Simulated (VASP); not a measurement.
# Al2O3 (P-6m2) in VASP: a series of runs, part 2 of 2

VASP 6.6.1. Earlier steps stand in the parts before.

## (3) Single point, PBE+D3(BJ)

This run uses another cell than the first one, of 11.78 Å³/atom, 1.008 times its volume.

Input file INCAR:

```
SYSTEM = Al2O3
  ALGO = Normal
  EDIFF = 1E-6
  ENCUT = 520
  GGA = PE
  ISIF = 2
  ISMEAR = 0
  IVDW = 12
  LASPH = .TRUE.
  LCHARG = .FALSE.
  LREAL = .FALSE.
  LWAVE = .FALSE.
  NBANDS = 20
  NELM = 60
  PREC = Accurate
  SIGMA = 0.05
```

Input file KPOINTS:

```
k-points
0
G
  9 9 4
  0 0 0
```

Input file POSCAR:

```
Al2O3
1.0
    2.9245000000      0.0000000000      0.0000000000
   -1.4622500000      2.5326912934      0.0000000000
    0.0000000000      0.0000000000      7.9529000000
Al O
2 3
Direct
    0.0000000000      0.0000000000      0.1907358529
    0.0000000000      0.0000000000      0.8092641471
    0.3333333333      0.6666666667      0.2840924954
    0.6666666667      0.3333333333      0.0000000000
    0.3333333333      0.6666666667      0.7159075046
```

Potentials or basis: VASP PAW PBE potentials, release 64 (Al, O).

Command:

```console
$ cat potpaw_PBE.64/Al/POTCAR potpaw_PBE.64/O/POTCAR > POTCAR
$ mpirun -np 1 vasp_std > vasp.out
```

OUTCAR:

```text
SYSTEM = Al2O3
   EDIFF = 1E-6
   ENCUT = 520
   GGA = PE
   ISIF = 2
   ISMEAR = 0
   IVDW = 12
   LASPH = .TRUE.
   LREAL = .FALSE.
   NELM = 60
   PREC = Accurate
 IVDW          = 12

 ion  position               nearest neighbor table
   1  0.000  0.000  0.191-   3 1.84   3 1.84   3 1.84   4 2.27   4 2.27   4 2.27   2 3.03
   2  0.000  0.000  0.809-   5 1.84   5 1.84   5 1.84   4 2.27   4 2.27   4 2.27   1 3.03
[... 763 lines left out ...]
  Direction    XX          YY          ZZ          XY          YZ          ZX
  --------------------------------------------------------------------------------------
  -------------------------------------------------------------------------------------
  Total      -4.40773    -4.40773    -7.88681     0.00000    -0.00000     0.00000
  in kB    -119.88535  -119.88535  -214.51258     0.00000    -0.00000     0.00000
  external pressure =     -151.43 kB  Pullay stress =        0.00 kB

 VOLUME and BASIS-vectors are now :
 -----------------------------------------------------------------------------
  energy-cutoff  :      520.00
  volume of cell :       58.91
      direct lattice vectors                 reciprocal lattice vectors
     2.924500000  0.000000000  0.000000000     0.341938793  0.197418454  0.000000000
    -1.462250000  2.532691293  0.000000000     0.000000000  0.394836908  0.000000000
     0.000000000  0.000000000  7.952900000     0.000000000  0.000000000  0.125740296

 POSITION                                       TOTAL-FORCE (eV/Angst)
 -----------------------------------------------------------------------------------
      0.00000      0.00000      1.51690        -0.000000      0.000000     -0.322327
      0.00000      0.00000      6.43600        -0.000000      0.000000      0.322327
     -0.00000      1.68846      2.25936         0.000000      0.000000     -1.431697
      1.46225      0.84423      0.00000         0.000000     -0.000000      0.000000
     -0.00000      1.68846      5.69354         0.000000     -0.000000      1.431697
 -----------------------------------------------------------------------------------
    total drift:                               -0.000000      0.000000      0.000000

  FREE ENERGIE OF THE ION-ELECTRON SYSTEM (eV)
  ---------------------------------------------------
  free  energy   TOTEN  =       -36.8801239659 eV

  energy  without entropy=      -36.8801239659  energy(sigma->0) =      -36.88012397
```

stdout:

```text
POSCAR found type information on POSCAR AlO
 POSCAR found :  2 types and       5 ions
 scaLAPACK will be used
 LDA part: xc-table for (Slater+PW92), standard interpolation
 POSCAR, INCAR and KPOINTS ok, starting setup
 FFT: planning ... GRIDC
 FFT: planning ... GRID_SOFT
 FFT: planning ... GRID
 WAVECAR not read
 entering main loop
```

It took 15 s on 1 thread of Intel Xeon 6975P-C (Granite Rapids), shared host; peak memory 0.19 GiB.

Results:

| Property | Result |
| --- | --- |
| Free energy | -36.8801 eV |
| Pressure | -15.1 GPa |
| Largest force | 1.432 eV/Å |
| Band gap on the k mesh | 4.02 eV, indirect (the least direct gap lies 1.0 meV higher) |
| Dispersion energy per atom | -0.171 eV |

Forces in eV/Å, atoms in the order of the input:
```
Al   0.000  0.000 -0.322
Al   0.000  0.000  0.322
O    0.000  0.000 -1.432
O    0.000  0.000  0.000
O    0.000  0.000  1.432
```

Stress tensor (GPa, compression positive):
```
-11.99   0.00   0.00
  0.00 -11.99   0.00
  0.00   0.00 -21.45
```

Levels at points of the mesh, in eV from the valence-band top:
| k point | band 10 | band 11 | band 12 | band 13 | band 14 | band 15 |
| --- | --- | --- | --- | --- | --- | --- |
| (0.00, 0.00, 0.00) | -0.13 | 0.00 | 0.00 | 4.02 | 7.27 | 7.49 |
| (0.00, 0.00, 0.50) | -0.58 | 0.00 | 0.00 | 4.44 | 6.50 | 7.93 |

Caveat: forces of over 1 eV/Å act on the atoms, so gaps and moduli don't describe the material at rest. A k mesh can miss the band edges.
